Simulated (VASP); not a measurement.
# Ta4F in VASP: single point with PBEsol

Aim: the single point of Ta4F with PBEsol.

Everything below comes from runs of VASP 6.6.1. Logs are shortened: lines on timing, memory, paths and dates and some standing lists are left out, and cuts for length are marked.

### Step 1. The cell of the first run

The cell holds a slab with vacuum, 5 atoms: a = 2.841 Å, b = 2.841 Å, c = 25.959 Å, α = 90.00°, β = 90.00°, γ = 109.47°.

### Step 2. Single point, PBEsol

The input, INCAR:

```
SYSTEM = Ta4F
ALGO = Normal
DIPOL = 0.5 0.5 0.499
EDIFF = 1E-6
ENCUT = 520
GGA = PS
IDIPOL = 3
ISIF = 2
ISMEAR = 0
LASPH = .True.
LCHARG = .False.
LDIPOL = .True.
LREAL = .False.
LWAVE = .False.
NBANDS = 34
NELM = 80
PREC = Accurate
SIGMA = 0.1
```

The input, KPOINTS:

```
k-points
0
Gamma
  11 11 1
  0 0 0
```

The input, POSCAR:

```
Ta4F
1.0
    2.8410132457      0.0000000000      0.0000000000
   -0.9470044152      2.6785329753      0.0000000000
    0.0000000000      0.0000000000     25.9590328043
Ta F
4 1
Direct
    0.5000000000      0.5000000000      0.3274390099
    0.0000000000      0.0000000000      0.4167981790
    0.5000000000      0.5000000000      0.5055185625
    0.0000000000      0.0000000000      0.5932516157
    0.5000000000      1.0000000000      0.6533600276
```

Potentials or basis: VASP PAW PBE potentials, release 64 (Ta_pv, F).

Launch:

```bash
> cat potpaw_PBE.64/Ta_pv/POTCAR potpaw_PBE.64/F/POTCAR > POTCAR
> mpirun -np 1 vasp_std > vasp.out
```

OUTCAR:

```text
SYSTEM = Ta4F
   EDIFF = 1E-6
   ENCUT = 520
   GGA = PS
   ISIF = 2
   ISMEAR = 0
   LASPH = .True.
   LREAL = .False.
   NELM = 80
   PREC = Accurate

 ion  position               nearest neighbor table
   1  0.500  0.500  0.327-   2 2.84   2 2.84   2 3.28   2 3.28
   2  0.000  0.000  0.417-   3 2.83   3 2.83   1 2.84   1 2.84   3 3.27   3 3.27   1 3.28   1 3.28

   3  0.500  0.500  0.506-   4 2.81   4 2.81   2 2.83   2 2.83   4 3.25   4 3.25   2 3.27   2 3.27

   4  0.000  0.000  0.593-   5 2.11   5 2.11   3 2.81   3 2.81   3 3.25   3 3.25
   5  0.500  0.000  0.653-   4 2.11   4 2.11

  LATTYP: Found a base centered orthorhombic cell.
 ALAT       =     3.2805195244
 B/A-ratio  =     1.4142135624
 C/A-ratio  =     7.9130859035

  Lattice vectors:

 A1 = (   2.8410132457,   0.0000000000,   0.0000000000)
 A2 = (  -0.9470044152,   2.6785329753,   0.0000000000)
 A3 = (   0.0000000000,   0.0000000000,  25.9590328043)

Analysis of symmetry for initial positions (statically):
=====================================================================
 Subroutine PRICEL returns:
 Original cell was already a primitive cell.

 Routine SETGRP: Setting up the symmetry group for a
 base centered orthorhombic supercell.

 Subroutine GETGRP returns: Found  2 space group operations
 (whereof  2 operations were pure point group operations)
 out of a pool of  8 trial point group operations.

The static configuration has the point symmetry C_2 .

Analysis of symmetry for dynamics (positions and initial velocities):
=====================================================================
 Subroutine PRICEL returns:
 Original cell was already a primitive cell.

 Routine SETGRP: Setting up the symmetry group for a
 base centered orthorhombic supercell.

 Subroutine GETGRP returns: Found  2 space group operations
 (whereof  2 operations were pure point group operations)
 out of a pool of  8 trial point group operations.

The dynamic configuration has the point symmetry C_2 .

 Subroutine INISYM returns: Found  2 space group operations
 (whereof  2 operations are pure point group operations),
 and found     1 'primitive' translations

----------------------------------------------------------------------------------------

                                     Primitive cell

  volume of cell :     197.5417

  direct lattice vectors                    reciprocal lattice vectors
     2.841013246  0.000000000  0.000000000     0.351987095  0.124446231  0.000000000
    -0.947004415  2.678532975  0.000000000     0.000000000  0.373338693  0.000000000
     0.000000000  0.000000000 25.959032804     0.000000000  0.000000000  0.038522236

  length of vectors
     2.841013246  2.841013246 25.959032804     0.373338693  0.373338693  0.038522236

  position of ions in fractional coordinates (direct lattice)
     0.500000000  0.500000000  0.327439010
     0.000000000  0.000000000  0.416798179
     0.500000000  0.500000000  0.505518563
     0.000000000  0.000000000  0.593251616
     0.500000000  0.000000000  0.653360028

  ion indices of the primitive-cell ions
   primitive index   ion index
                 1           1
                 2           2
                 3           3
                 4           4
                 5           5

----------------------------------------------------------------------------------------

 KPOINTS: k-points

Automatic generation of k-mesh.
 Grid dimensions read from file:
 generate k-points for:   11   11    1

 Generating k-lattice:

  Cartesian coordinates                     Fractional coordinates (reciprocal lattice)
     0.031998827  0.011313294  0.000000000     0.090909091  0.000000000  0.000000000
     0.000000000  0.033939881  0.000000000     0.000000000  0.090909091  0.000000000
     0.000000000  0.000000000  0.038522236     0.000000000  0.000000000  1.000000000

  Length of vectors
     0.033939881  0.033939881  0.038522236

  Shift w.r.t. Gamma in fractional coordinates (k-lattice)
     0.000000000  0.000000000  0.000000000

 Subroutine IBZKPT returns following result:
 ===========================================

 Found     61 irreducible k-points:

 Following reciprocal coordinates:
            Coordinates               Weight
  0.000000  0.000000  0.000000      1.000000
  0.090909 -0.000000  0.000000      2.000000
  0.000000  0.090909  0.000000      2.000000
  0.181818 -0.000000  0.000000      2.000000
  0.000000  0.181818  0.000000      2.000000
  0.272727 -0.000000  0.000000      2.000000
[... 16 lines left out ...]
 -0.363636  0.090909  0.000000      2.000000
  0.090909 -0.363636  0.000000      2.000000
 [... further k-points ...]
   k-points           NKPTS =     61   k-points in BZ     NKDIM =     61   number of bands    NBANDS=     34
   number of dos      NEDOS =    301   number of ions     NIONS =      5
   total plane-waves  NPLWV = 112896
   dimension x,y,z NGX =    24 NGY =   24 NGZ =  196
   dimension x,y,z NGXF=    48 NGYF=   48 NGZF=  392
   ions per type =               4   1
   NGX,Y,Z   is equivalent  to a cutoff of  14.04, 14.04, 12.55 a.u.
   NGXF,Y,Z  is equivalent  to a cutoff of  28.09, 28.09, 25.10 a.u.
 SYSTEM =  Ta4F
   PREC   = accura    normal or accurate (medium, high low for compatibility)
   ISTART =      0    job   : 0-new  1-cont  2-samecut
   ICHARG =      2    charge: 1-file 2-atom 10-const
   ISPIN  =      1    spin polarized calculation?
   LNONCOLLINEAR =      F non collinear calculations
   LSORBIT =      F    spin-orbit coupling
   LASPH  =      T    aspherical Exc in radial PAW
   ENCUT  =  520.0 eV  38.22 Ry    6.18 a.u.   5.28  5.28 48.27*2*pi/ulx,y,z
   NELM   =     80;   NELMIN=  2; NELMDL= -5     # of ELM steps
   EDIFF  = 0.1E-05   stopping-criterion for ELM
   LREAL  =      F    real-space projection
   EDIFFG = 0.1E-04   stopping-criterion for IOM
   NSW    =      0    number of steps for IOM
   IBRION =     -1    ionic relax: 0-MD 1-quasi-New 2-CG
   NFREE  =      0    steps in history (QN), initial steepest desc. (CG)
   ISIF   =      2    stress and relaxation
   ISYM   =      2    0-nonsym 1-usesym 2-fastsym
   POTIM  = 0.5000    time-step for ionic-motion
   TEBEG  =    0.0;   TEEND  =   0.0 temperature during run
   PSTRESS=    0.0 pullay stress
   NELECT =      51.0000    total number of electrons
   NUPDOWN=      -1.0000    fix difference up-down
   EMIN   =  10.00;   EMAX   =-10.00  energy-range for DOS
   EFERMI =   0.00;   METHOD = LEGACY
   ISMEAR =     0;   SIGMA  =   0.10  broadening in eV -4-tet -1-fermi 0-gaus
   EFERMI_NEDOS =   21; number of points for ismear=-14 and -15
   IALGO  =     38    algorithm
   IMIX   =      4    mixing-type and parameters
     AMIX     =   0.40;   BMIX     =  1.00
     AMIX_MAG =   1.60;   BMIX_MAG =  1.00
  volume/ion in A,a.u.               =      39.51       266.62
  Fermi-wavevector in a.u.,A,eV,Ry     =   1.042426  1.969900 14.784802  1.086652
  Thomas-Fermi vector in A             =   2.177091
   LORBIT       =      0    0 simple, 1 ext, 2 COOP (PROOUT), +10 PAW based schemes
   GGA     = PS    functional components
   LHFCALC =     F    Hartree Fock is set to
   AEXX    =    0.0000 exact exchange contribution
   IVDW    =     0    specifies the selected vdW correction
   LEPSILON=     F    determine dielectric tensor
   LRPA    =     F    only Hartree local field effects (RPA)
 non-spin polarized calculation
 Gauss-broadening in eV      SIGMA  =   0.10
  energy-cutoff  :      520.00
  volume of cell :      197.54
 maximum number of plane-waves:      5364
 NGX is ok and might be reduce to    24
   NGX = 11   NGY = 11   NGZ = 97

 dipolmoment           0.000000      0.000000     -0.000992 electrons x Angstroem

 number of electron      50.9999995 magnetization

 dipolmoment           0.000000      0.000000      0.030049 electrons x Angstroem

 Free energy of the ion-electron system (eV)
  ---------------------------------------------------
  ext. energy  EPLUGINS =         0.00000000
  ---------------------------------------------------
  free energy    TOTEN  =       -54.15644394 eV

  energy without entropy =      -54.13254434  energy(sigma->0) =      -54.14449414

 E-fermi :  -0.9284     XC(G=0):  -5.6953

 val. band max:       -0.9310104041   @ k =  -0.4545   0.3636   0.0000
 cond. band min:      -0.9266116468   @ k =  -0.2727   0.1818   0.0000
 fundamental gap:      0.0043987573
 Fermi energy:        -0.9283854588

 k-point     1 :       0.0000    0.0000    0.0000
  band No.  band energies     occupation
      1     -35.7878      2.00000
      2     -35.2236      2.00000
      3     -35.1288      2.00000
      4     -34.8358      2.00000
      5     -34.6803      2.00000
      6     -34.5530      2.00000
[... 26 lines left out ...]
     33       2.7146      0.00000
     34       2.8374      0.00000

 k-point     2 :       0.0909   -0.0000    0.0000
  band No.  band energies     occupation
      1     -35.7680      2.00000
      2     -35.2156      2.00000
      3     -35.1735      2.00000
      4     -34.8815      2.00000
      5     -34.6985      2.00000
      6     -34.5711      2.00000
[... 26 lines left out ...]
     33       2.5369      0.00000
     34       2.6606      0.00000

 k-point     3 :       0.0000    0.0909    0.0000
  band No.  band energies     occupation
      1     -35.7741      2.00000
      2     -35.2136      2.00000
      3     -35.1715      2.00000
      4     -34.8735      2.00000
      5     -34.6994      2.00000
      6     -34.5698      2.00000
[... 26 lines left out ...]
     33       2.5429      0.00000
     34       2.6198      0.00000

 k-point     4 :       0.1818   -0.0000    0.0000
  band No.  band energies     occupation
      1     -35.7158      2.00000
      2     -35.3634      2.00000
      3     -35.1649      2.00000
      4     -34.9490      2.00000
      5     -34.8084      2.00000
      6     -34.6213      2.00000
[... 26 lines left out ...]
     33       2.5845      0.00000
     34       2.6750      0.00000

 k-point     5 :       0.0000    0.1818    0.0000
  band No.  band energies     occupation
      1     -35.7386      2.00000
      2     -35.3396      2.00000
      3     -35.1649      2.00000
      4     -34.9346      2.00000
      5     -34.8054      2.00000
      6     -34.6199      2.00000
[... 621 lines left out ...]
 k-point    22 :       0.0909   -0.4545    0.0000
  band No.  band energies     occupation
      1     -35.8907      2.00000
      2     -35.6336      2.00000
      3     -35.3298      2.00000
      4     -35.1403      2.00000
      5     -35.0796      2.00000
      6     -34.8503      2.00000
[... 26 lines left out ...]
     33       3.1510      0.00000
     34       3.5066      0.00000

 k-point    23 :      -0.3636    0.0909    0.0000
  band No.  band energies     occupation
      1     -35.8304      2.00000
      2     -35.5863      2.00000
      3     -35.2041      2.00000
      4     -35.0920      2.00000
      5     -35.0649      2.00000
      6     -34.8105      2.00000
[... 26 lines left out ...]
     33       3.2141      0.00000
     34       3.3408      0.00000

 k-point    24 :       0.0909   -0.3636    0.0000
  band No.  band energies     occupation
      1     -35.7474      2.00000
      2     -35.6526      2.00000
      3     -35.1978      2.00000
      4     -35.0899      2.00000
      5     -35.0589      2.00000
      6     -34.8031      2.00000
[... 26 lines left out ...]
     33       3.1156      0.00000
     34       3.3371      0.00000

 [... further k-points ...]

------------------------ aborting loop because EDIFF is reached ----------------------------------------

 vacuum level on the upper side and lower side of the slab       (xc-potential included)         0.060        -0.630

  FORCE on cell =-STRESS in cart. coord.  units (eV):
  Direction    XX          YY          ZZ          XY          YZ          ZX
  --------------------------------------------------------------------------------------
  -------------------------------------------------------------------------------------
  Total       -1.4314668     -2.0740757     -0.8562826      0.4062670      0.0000000      0.0000000
  in kB      -11.6100235    -16.8219537     -6.9449467      3.2950603      0.0000000      0.0000000
  external PRESSURE =     -11.7923079 kB  Pullay stress =       0.0000000 kB

 VOLUME and BASIS-vectors are now :
 -----------------------------------------------------------------------------
  energy-cutoff  :      520.00
  volume of cell :      197.54
      direct lattice vectors                 reciprocal lattice vectors
     2.841013246  0.000000000  0.000000000     0.351987095  0.124446231  0.000000000
    -0.947004415  2.678532975  0.000000000     0.000000000  0.373338693  0.000000000
     0.000000000  0.000000000 25.959032804     0.000000000  0.000000000  0.038522236

 POSITION                                       TOTAL-FORCE (eV/Angst)
 -----------------------------------------------------------------------------------
      0.94700      1.33927      8.50000         0.000000      0.000000      0.404915
      0.00000      0.00000     10.81968         0.000000      0.000000     -0.417562
      0.94700      1.33927     13.12277        -0.000000      0.000000      0.004253
      0.00000      0.00000     15.40024         0.000000      0.000000     -0.060256
      1.42051      0.00000     16.96059         0.000000      0.000000      0.068651
 -----------------------------------------------------------------------------------
    total drift:                                0.000000      0.000000      0.001897

  FREE ENERGIE OF THE ION-ELECTRON SYSTEM (eV)
  ---------------------------------------------------
  free  energy   TOTEN  =       -54.1564439356 eV

  energy  without entropy=      -54.1325443421  energy(sigma->0) =      -54.14449414

 vacuum level on the upper side and lower side of the slab         4.454         3.759
```

It took 13 min on 1 thread of Intel Xeon Platinum 8488C (Sapphire Rapids), shared host; peak memory 0.54 GiB.

What came out:

* Free energy: -54.1564 eV
* Largest force: 0.418 eV/Å
* Band gap on the k mesh: zero (an odd number of electrons rules out a gap without spin polarisation)

Forces in eV/Å, atoms in the order of the input:
```
Ta   0.000  0.000  0.405
Ta   0.000  0.000 -0.418
Ta   0.000  0.000  0.004
Ta   0.000  0.000 -0.060
F    0.000  0.000  0.069
```

Caveat: the PAW data sets were made with another functional, which shifts forces and pressure a little; spin-orbit coupling is left out, which moves the levels of the heavy elements; an odd number of electrons without spin polarisation forces a metal; a magnetic or distorted state may lie lower.
